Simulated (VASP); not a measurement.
# Ga3Sb (I4/mmm) in VASP: a series of runs

The runs below take Ga3Sb through single point, with PBE+D3(BJ).

Program: VASP 6.6.1. These are calculated values, not measurements. Logs are shortened: lines on timing, memory, paths and dates and some standing lists are left out, and cuts for length are marked.

**1. The cell of the first run**

It takes space group I4/mmm (No. 139, tetragonal). The conventional cell has a = 4.113 Å, b = 4.113 Å, c = 9.081 Å, α = 90.00°, β = 90.00°, γ = 90.00°. Within 3.8 Å of Ga (site symmetry -4m2) lie 8 Ga at 2.91 to 3.06 Å and 4 Sb at 3.06 Å. Within 3.8 Å of Ga (site symmetry 4/mmm) lie 4 Sb at 2.91 Å and 8 Ga at 3.06 Å. Sb (site symmetry 4/mmm) has 12 Ga at 2.91 to 3.06 Å within 3.8 Å.

**2. Single point, PBE+D3(BJ) (19.21 Å³/atom)**

INCAR

```
SYSTEM = Ga3Sb
PREC     = Accurate       ! precision mode
ENCUT    = 520            ! plane-wave cutoff, eV
EDIFF    = 1E-7           ! SCF threshold, eV
ISMEAR   = 0              ! smearing method
SIGMA    = 0.15           ! smearing width, eV
LREAL    = .False.        ! projectors in reciprocal space
LASPH    = .True.         ! aspherical terms in the spheres
NELM     = 60             ! most SCF steps
ALGO     = Fast           ! electronic algorithm
ISIF     = 2              ! what is computed and relaxed
LWAVE    = .False.        ! write WAVECAR
LCHARG   = .True.         ! write CHGCAR
GGA      = PE             ! functional
IVDW     = 12             ! dispersion correction
LELF     = .True.         ! ELF
LVHAR    = .True.       
NBANDS   = 30             ! bands
```

KPOINTS

```
regular mesh
0
Gamma
  14 14 14
  0 0 0
```

POSCAR

```
Ga3Sb
1.0
   -2.0567461663      2.0567461663      4.5406785113
    2.0567461663     -2.0567461663      4.5406785113
    2.0567461663      2.0567461663     -4.5406785113
Ga Sb
3 1
Direct
    0.7500000000      0.2500000000      0.5000000000
    0.2500000000      0.7500000000      0.5000000000
    0.5000000000      0.5000000000      0.0000000000
    0.0000000000      0.0000000000      0.0000000000
```

Potentials or basis: VASP PAW PBE potentials, release 64 (Ga_d, Sb).

Started as:

```
$ cat potpaw_PBE.64/Ga_d/POTCAR potpaw_PBE.64/Sb/POTCAR > POTCAR
$ mpirun -np 1 vasp_std > vasp.out
```

OUTCAR:

```text
SYSTEM = Ga3Sb
   PREC = Accurate
   ENCUT = 520
   EDIFF = 1E-7
   ISMEAR = 0
   LREAL = .False.
   LASPH = .True.
   NELM = 60
   ISIF = 2
   GGA = PE
   IVDW = 12
 IVDW          = 12

 ion  position               nearest neighbor table
   1  0.750  0.250  0.500-   2 2.91   2 2.91   2 2.91   2 2.91   4 3.06   4 3.06   4 3.06   4 3.06

   2  0.250  0.750  0.500-   1 2.91   1 2.91   1 2.91   1 2.91   4 3.06   4 3.06   4 3.06   4 3.06

   3  0.500  0.500  0.000-   4 2.91   4 2.91   4 2.91   4 2.91
   4  0.000  0.000  0.000-   3 2.91   3 2.91   3 2.91   3 2.91   2 3.06   1 3.06   2 3.06   2 3.06
                             1 3.06   1 3.06   2 3.06   1 3.06

  LATTYP: Found a body centered tetragonal cell.
 ALAT       =     4.1134923326
 C/A-ratio  =     2.2077000000

  Lattice vectors:

 A1 = (  -2.0567461663,   2.0567461663,   4.5406785113)
 A2 = (   2.0567461663,  -2.0567461663,   4.5406785113)
 A3 = (   2.0567461663,   2.0567461663,  -4.5406785113)

Analysis of symmetry for initial positions (statically):
=====================================================================
 Subroutine PRICEL returns:
 Original cell was already a primitive cell.

 Routine SETGRP: Setting up the symmetry group for a
 body centered tetragonal supercell.

 Subroutine GETGRP returns: Found 16 space group operations
 (whereof 16 operations were pure point group operations)
 out of a pool of 16 trial point group operations.

The static configuration has the point symmetry D_4h.

Analysis of symmetry for dynamics (positions and initial velocities):
=====================================================================
 Subroutine PRICEL returns:
 Original cell was already a primitive cell.

 Routine SETGRP: Setting up the symmetry group for a
 body centered tetragonal supercell.

 Subroutine GETGRP returns: Found 16 space group operations
 (whereof 16 operations were pure point group operations)
 out of a pool of 16 trial point group operations.

The dynamic configuration has the point symmetry D_4h.

 Subroutine INISYM returns: Found 16 space group operations
 (whereof 16 operations are pure point group operations),
 and found     1 'primitive' translations

----------------------------------------------------------------------------------------

                                     Primitive cell

  volume of cell :      76.8320

  direct lattice vectors                    reciprocal lattice vectors
    -2.056746166  2.056746166  4.540678511     0.000000000  0.243102434  0.110115702
     2.056746166 -2.056746166  4.540678511     0.243102434  0.000000000  0.110115702
     2.056746166  2.056746166 -4.540678511     0.243102434  0.243102434  0.000000000

  length of vectors
     5.392417911  5.392417911  5.392417911     0.266878739  0.266878739  0.343798760

  position of ions in fractional coordinates (direct lattice)
     0.750000000  0.250000000  0.500000000
     0.250000000  0.750000000  0.500000000
     0.500000000  0.500000000  0.000000000
     0.000000000  0.000000000  0.000000000

  ion indices of the primitive-cell ions
   primitive index   ion index
                 1           1
                 2           2
                 3           3
                 4           4

----------------------------------------------------------------------------------------

 KPOINTS: regular mesh

Automatic generation of k-mesh.
 Grid dimensions read from file:
 generate k-points for:   14   14   14

 Generating k-lattice:

  Cartesian coordinates                     Fractional coordinates (reciprocal lattice)
     0.000000000  0.017364460  0.007865407     0.071428571  0.000000000  0.000000000
     0.017364460  0.000000000  0.007865407     0.000000000  0.071428571  0.000000000
     0.017364460  0.017364460  0.000000000     0.000000000  0.000000000  0.071428571

  Length of vectors
     0.019062767  0.019062767  0.024557054

  Shift w.r.t. Gamma in fractional coordinates (k-lattice)
     0.000000000  0.000000000  0.000000000

 Subroutine IBZKPT returns following result:
 ===========================================

 Found    244 irreducible k-points:

 Following reciprocal coordinates:
            Coordinates               Weight
  0.000000  0.000000  0.000000      1.000000
  0.071429  0.000000  0.000000      8.000000
  0.142857  0.000000 -0.000000      8.000000
  0.214286 -0.000000  0.000000      8.000000
  0.285714  0.000000 -0.000000      8.000000
  0.357143  0.000000 -0.000000      8.000000
[... 16 lines left out ...]
  0.214286  0.142857 -0.000000     16.000000
  0.285714  0.142857 -0.000000     16.000000
 [... further k-points ...]
   k-points           NKPTS =    244   k-points in BZ     NKDIM =    244   number of bands    NBANDS=     30
   number of dos      NEDOS =    301   number of ions     NIONS =      4
   total plane-waves  NPLWV =  64000
   dimension x,y,z NGX =    40 NGY =   40 NGZ =   40
   dimension x,y,z NGXF=    80 NGYF=   80 NGZF=   80
   ions per type =               3   1
   NGX,Y,Z   is equivalent  to a cutoff of  12.33, 12.33, 12.33 a.u.
   NGXF,Y,Z  is equivalent  to a cutoff of  24.66, 24.66, 24.66 a.u.
 SYSTEM =  Ga3Sb
   PREC   = accura    normal or accurate (medium, high low for compatibility)
   ISTART =      0    job   : 0-new  1-cont  2-samecut
   ICHARG =      2    charge: 1-file 2-atom 10-const
   ISPIN  =      1    spin polarized calculation?
   LNONCOLLINEAR =      F non collinear calculations
   LSORBIT =      F    spin-orbit coupling
   LASPH  =      T    aspherical Exc in radial PAW
   ENCUT  =  520.0 eV  38.22 Ry    6.18 a.u.  10.03 10.03 10.03*2*pi/ulx,y,z
   NELM   =     60;   NELMIN=  2; NELMDL= -5     # of ELM steps
   EDIFF  = 0.1E-06   stopping-criterion for ELM
   LREAL  =      F    real-space projection
   EDIFFG = 0.1E-05   stopping-criterion for IOM
   NSW    =      0    number of steps for IOM
   IBRION =     -1    ionic relax: 0-MD 1-quasi-New 2-CG
   NFREE  =      0    steps in history (QN), initial steepest desc. (CG)
   ISIF   =      2    stress and relaxation
   ISYM   =      2    0-nonsym 1-usesym 2-fastsym
   POTIM  = 0.5000    time-step for ionic-motion
   TEBEG  =    0.0;   TEEND  =   0.0 temperature during run
   PSTRESS=    0.0 pullay stress
   NELECT =      44.0000    total number of electrons
   NUPDOWN=      -1.0000    fix difference up-down
   EMIN   =  10.00;   EMAX   =-10.00  energy-range for DOS
   EFERMI =   0.00;   METHOD = LEGACY
   ISMEAR =     0;   SIGMA  =   0.15  broadening in eV -4-tet -1-fermi 0-gaus
   EFERMI_NEDOS =   21; number of points for ismear=-14 and -15
   IALGO  =     68    algorithm
   IMIX   =      4    mixing-type and parameters
     AMIX     =   0.40;   BMIX     =  1.00
     AMIX_MAG =   1.60;   BMIX_MAG =  1.00
  volume/ion in A,a.u.               =      19.21       129.62
  Fermi-wavevector in a.u.,A,eV,Ry     =   1.359497  2.569077 25.146735  1.848233
  Thomas-Fermi vector in A             =   2.486240
   LORBIT       =      0    0 simple, 1 ext, 2 COOP (PROOUT), +10 PAW based schemes
   GGA     = PE    functional components
   LHFCALC =     F    Hartree Fock is set to
   AEXX    =    0.0000 exact exchange contribution
   IVDW    =    12    specifies the selected vdW correction
   LEPSILON=     F    determine dielectric tensor
   LRPA    =     F    only Hartree local field effects (RPA)
 non-spin polarized calculation
 RMM-DIIS sequential band-by-band and
 Gauss-broadening in eV      SIGMA  =   0.15
  energy-cutoff  :      520.00
  volume of cell :       76.83
 maximum number of plane-waves:      2097
   NGX = 21   NGY = 21   NGZ = 21

 number of electron      44.0000011 magnetization

 Free energy of the ion-electron system (eV)
  ---------------------------------------------------
  ext. energy  EPLUGINS =         0.00000000
  ---------------------------------------------------
  free energy    TOTEN  =       -12.31119974 eV

  energy without entropy =      -12.29323425  energy(sigma->0) =      -12.30221700

 E-fermi :   7.4761     XC(G=0): -11.1608

 val. band max:        7.4739463828   @ k =   0.5000   0.3571  -0.0000
 cond. band min:       7.4788625126   @ k =   0.5000   0.5000   0.0000
 fundamental gap:      0.0049161298
 Fermi energy:         7.4760514476

 k-point     1 :       0.0000    0.0000    0.0000
  band No.  band energies     occupation
      1      -7.6236      2.00000
      2      -7.5806      2.00000
      3      -7.5431      2.00000
      4      -7.4935      2.00000
      5      -7.4935      2.00000
      6      -7.4840      2.00000
[... 22 lines left out ...]
     29      15.5532      0.00000
     30      16.2118      0.00000

 k-point     2 :       0.0714    0.0000    0.0000
  band No.  band energies     occupation
      1      -7.6194      2.00000
      2      -7.5788      2.00000
      3      -7.5396      2.00000
      4      -7.5028      2.00000
      5      -7.5010      2.00000
      6      -7.4820      2.00000
[... 22 lines left out ...]
     29      16.0273      0.00000
     30      16.6169      0.00000

 k-point     3 :       0.1429    0.0000   -0.0000
  band No.  band energies     occupation
      1      -7.6070      2.00000
      2      -7.5744      2.00000
      3      -7.5297      2.00000
      4      -7.5155      2.00000
      5      -7.5076      2.00000
      6      -7.4801      2.00000
[... 22 lines left out ...]
     29      16.9835      0.00000
     30      17.0307      0.00000

 k-point     4 :       0.2143   -0.0000    0.0000
  band No.  band energies     occupation
      1      -7.5871      2.00000
      2      -7.5691      2.00000
      3      -7.5271      2.00000
      4      -7.5162      2.00000
      5      -7.5056      2.00000
      6      -7.4767      2.00000
[... 616 lines left out ...]
     29      14.2255      0.00000
     30      16.3114      0.00000

 k-point    23 :       0.2143    0.1429   -0.0000
  band No.  band energies     occupation
      1      -7.5896      2.00000
      2      -7.5682      2.00000
      3      -7.5333      2.00000
      4      -7.5218      2.00000
      5      -7.4942      2.00000
      6      -7.4841      2.00000
[... 22 lines left out ...]
     29      12.9557      0.00000
     30      15.6517      0.00000

 k-point    24 :       0.2857    0.1429   -0.0000
  band No.  band energies     occupation
      1      -7.5819      2.00000
      2      -7.5578      2.00000
      3      -7.5361      2.00000
      4      -7.5107      2.00000
      5      -7.4905      2.00000
      6      -7.4787      2.00000
[... 22 lines left out ...]
     29      12.5252      0.00000
     30      15.7999      0.00000

 [... further k-points ...]

------------------------ aborting loop because EDIFF is reached ----------------------------------------

 Edisp (eV)   -1.55650

 E8    (eV) :    -0.7233

  FORCE on cell =-STRESS in cart. coord.  units (eV):
  Direction    XX          YY          ZZ          XY          YZ          ZX
  --------------------------------------------------------------------------------------
  -------------------------------------------------------------------------------------
  Total       2.58973     2.58973     2.28100     0.00000    -0.00000     0.00000
  in kB      54.00373    54.00373    47.56576     0.00000    -0.00000     0.00000
  external pressure =       51.86 kB  Pullay stress =        0.00 kB

 VOLUME and BASIS-vectors are now :
 -----------------------------------------------------------------------------
  energy-cutoff  :      520.00
  volume of cell :       76.83
      direct lattice vectors                 reciprocal lattice vectors
    -2.056746166  2.056746166  4.540678511     0.000000000  0.243102434  0.110115702
     2.056746166 -2.056746166  4.540678511     0.243102434  0.000000000  0.110115702
     2.056746166  2.056746166 -4.540678511     0.243102434  0.243102434  0.000000000

 POSITION                                       TOTAL-FORCE (eV/Angst)
 -----------------------------------------------------------------------------------
      0.00000      2.05675      2.27034        -0.000000      0.000000      0.000000
      2.05675      0.00000      2.27034         0.000000     -0.000000     -0.000000
      0.00000      0.00000      4.54068        -0.000000      0.000000      0.000000
      0.00000      0.00000      0.00000        -0.000000      0.000000      0.000000
 -----------------------------------------------------------------------------------
    total drift:                               -0.000000     -0.000000      0.000000

  FREE ENERGIE OF THE ION-ELECTRON SYSTEM (eV)
  ---------------------------------------------------
  free  energy   TOTEN  =       -13.8676949563 eV

  energy  without entropy=      -13.8497294645  energy(sigma->0) =      -13.85871221
```

Run time: 23 min. Hardware: 1 thread of Oxide Virtual Turin-like, shared host; peak memory 0.57 GiB.

Results:

```yaml
Free_energy: -13.8677 eV
Pressure: 5.2 GPa
Band_gap_on_the_k_mesh: zero (bands 22 and 23 overlap by 5.14 eV)
Dispersion_energy_per_atom: -0.389 eV
```

Stress tensor (GPa, compression positive):
```
5.40 0.00 0.00
0.00 5.40 0.00
0.00 0.00 4.76
```

Levels at points of the mesh, in eV from the Fermi level:
| k point | band 19 | band 20 | band 21 | band 22 | band 23 | band 24 | band 25 | band 26 |
| --- | --- | --- | --- | --- | --- | --- | --- | --- |
| (0.00, 0.00, 0.00) | -2.68 | -2.10 | -2.10 | -1.47 | -0.54 | -0.54 | 0.86 | 0.99 |
| (0.50, 0.00, 0.00) | -5.54 | -1.08 | -0.24 | -0.16 | 0.29 | 1.80 | 2.76 | 3.45 |
| (0.50, 0.50, 0.00) | -5.53 | -5.33 | -4.79 | -0.48 | 0.00 | 0.14 | 0.87 | 7.31 |
| (0.50, 0.50, 0.50) | -3.46 | -3.46 | -2.20 | 2.52 | 2.86 | 2.86 | 4.06 | 4.57 |

Caveat: the cell stands under pressure; spin-orbit coupling is left out, which moves the levels of the heavy elements.

**3. Single point, PBE+D3(BJ) (19.21 Å³/atom)**

INCAR

```
PREC = Accurate ; ENCUT = 520
EDIFF = 1E-7 ; ISMEAR = 0
SIGMA = 0.15 ; LREAL = False
LASPH = True ; NELM = 80
ALGO = Fast ; ISIF = 2
LWAVE = False ; LCHARG = True
GGA = PE ; IVDW = 12
LELF = True ; LVHAR = True
NBANDS = 30
```

KPOINTS

```
regular mesh
0
Gamma
  14 14 14
```

POSCAR

```
Ga3Sb
1.0
   -2.1853647983      2.1853647983      4.0219277128
    2.1853647983     -2.1853647983      4.0219277128
    2.1853647983      2.1853647983     -4.0219277128
Ga Sb
3 1
Direct
    0.7500000000      0.2500000000      0.5000000000
    0.2500000000      0.7500000000      0.5000000000
    0.5000000000      0.5000000000      0.0000000000
    0.0000000000      0.0000000000      0.0000000000
```

Potentials or basis: VASP PAW PBE potentials, release 64 (Ga_d, Sb).

Started as:

```
$ cat potpaw_PBE.64/Ga_d/POTCAR potpaw_PBE.64/Sb/POTCAR > POTCAR
$ mpirun -np 1 vasp_std > vasp.out
```

Wall time 23 min (1 thread of Oxide Virtual Turin-like, shared host); peak memory 0.55 GiB.

It converged, with:

- Free energy: -13.8816 eV
- Pressure: 5.3 GPa
- Band gap on the k mesh: zero (bands 22 and 23 overlap by 4.99 eV)
- Dispersion energy per atom: -0.389 eV

Stress tensor (GPa, compression positive):
```
5.42 0.00 0.00
0.00 5.42 0.00
0.00 0.00 5.08
```

Levels at points of the mesh, in eV from the Fermi level:
| k point | band 19 | band 20 | band 21 | band 22 | band 23 | band 24 | band 25 | band 26 |
| --- | --- | --- | --- | --- | --- | --- | --- | --- |
| (0.00, 0.00, 0.00) | -2.36 | -2.20 | -2.20 | -1.90 | -0.82 | -0.82 | -0.02 | 0.17 |
| (0.50, 0.00, 0.00) | -4.78 | -1.98 | -1.36 | -1.13 | -0.63 | 2.33 | 3.29 | 3.58 |
| (0.50, 0.50, 0.00) | -5.44 | -5.43 | -4.99 | 1.03 | 1.43 | 1.78 | 1.84 | 6.40 |
| (0.50, 0.50, 0.50) | -4.19 | -4.19 | -3.49 | 3.06 | 4.08 | 4.08 | 4.33 | 5.37 |

Caveat: the cell stands under pressure; spin-orbit coupling is left out, which moves the levels of the heavy elements.

**4. Single point, PBE+D3(BJ) (22.55 Å³/atom)**

This run uses another cell than the first one, of 22.55 Å³/atom.

INCAR

```
SYSTEM = Ga3Sb
PREC     = Accurate       ! precision mode
ENCUT    = 520            ! plane-wave cutoff, eV
EDIFF    = 1E-6           ! SCF threshold, eV
ISMEAR   = 0              ! smearing method
SIGMA    = 0.15           ! smearing width, eV
LREAL    = .False.        ! projectors in reciprocal space
LASPH    = .True.         ! aspherical terms in the spheres
NELM     = 100            ! most SCF steps
ALGO     = Fast           ! electronic algorithm
ISIF     = 2              ! what is computed and relaxed
LWAVE    = .False.        ! write WAVECAR
LCHARG   = .False.        ! write CHGCAR
GGA      = PE             ! functional
IVDW     = 12             ! dispersion correction
NBANDS   = 30             ! bands
```

KPOINTS

```
Automatic mesh
0
Gamma
  14 14 14
  0 0 0
```

POSCAR

```
Ga3Sb
1.0
   -2.4495243973      2.4495243973      3.7580603304
    2.4495243973     -2.4495243973      3.7580603304
    2.4495243973      2.4495243973     -3.7580603304
Ga Sb
3 1
Direct
    0.7500000000      0.2500000000      0.5000000000
    0.2500000000      0.7500000000      0.5000000000
    0.5000000000      0.5000000000      0.0000000000
    0.0000000000      0.0000000000      0.0000000000
```

Started as:

```
$ cat potpaw_PBE.64/Ga_d/POTCAR potpaw_PBE.64/Sb/POTCAR > POTCAR
$ mpirun -np 1 vasp_std > vasp.out
```

Wall time 14 min (1 thread of Oxide Virtual Turin-like, shared host); peak memory 0.63 GiB.

Results (log left out):

* Free energy: -13.8513 eV
* Pressure: -3.4 GPa
* Band gap on the k mesh: zero (bands 22 and 23 overlap by 3.78 eV)
* Dispersion energy per atom: -0.329 eV

Stress tensor (GPa, compression positive):
```
-3.46  0.00  0.00
 0.00 -3.46  0.00
 0.00  0.00 -3.34
```

Levels at points of the mesh, in eV from the Fermi level:
| k point | band 20 | band 21 | band 22 | band 23 | band 24 | band 25 |
| --- | --- | --- | --- | --- | --- | --- |
| (0.00, 0.00, 0.00) | -1.75 | -1.70 | -0.88 | -0.44 | -0.44 | -0.10 |
| (0.50, 0.00, 0.00) | -2.33 | -2.22 | -1.22 | -0.90 | 1.63 | 2.55 |
| (0.50, 0.50, 0.00) | -4.31 | -4.18 | 2.30 | 2.47 | 3.16 | 3.23 |
| (0.50, 0.50, 0.50) | -3.98 | -3.98 | 2.88 | 3.32 | 3.32 | 4.25 |

Caveat: the cell stands under tension; spin-orbit coupling is left out, which moves the levels of the heavy elements.

**5. Overview**

| cell | further INCAR settings | gap on the mesh (eV) | pressure (GPa) |
| --- | --- | --- | --- |
| a = 5.392 Å, angles 135.2, 135.2, 65.3°, 4 atoms | ALGO = Fast; EDIFF = 1e-07; NBANDS = 30 | none | 5.2 |
| a = 5.072 Å, angles 129.0, 129.0, 75.1°, 4 atoms | ALGO = Fast; EDIFF = 1e-07; NBANDS = 30 | none | 5.3 |
| a = 5.111 Å, angles 122.7, 122.7, 85.3°, 4 atoms | ALGO = Fast; EDIFF = 1e-06; NBANDS = 30 | none | -3.4 |

Alike in all rows: task single point; level PBE+D3(BJ); potentials or basis VASP PAW PBE potentials, release 64 (Ga_d, Sb); no spin polarisation; k mesh 14 × 14 × 14; cutoff (eV) 520; smearing gaussian 0.15 eV.

Caveats: spin-orbit coupling is left out, which moves the levels of the heavy elements; the cell stands under pressure (at least some runs); the cell stands under tension (at least some runs).

Absolute energies hang on the potentials; compare differences alone.

The gap in the log of VASP goes by the Fermi energy; the results here count the filled bands.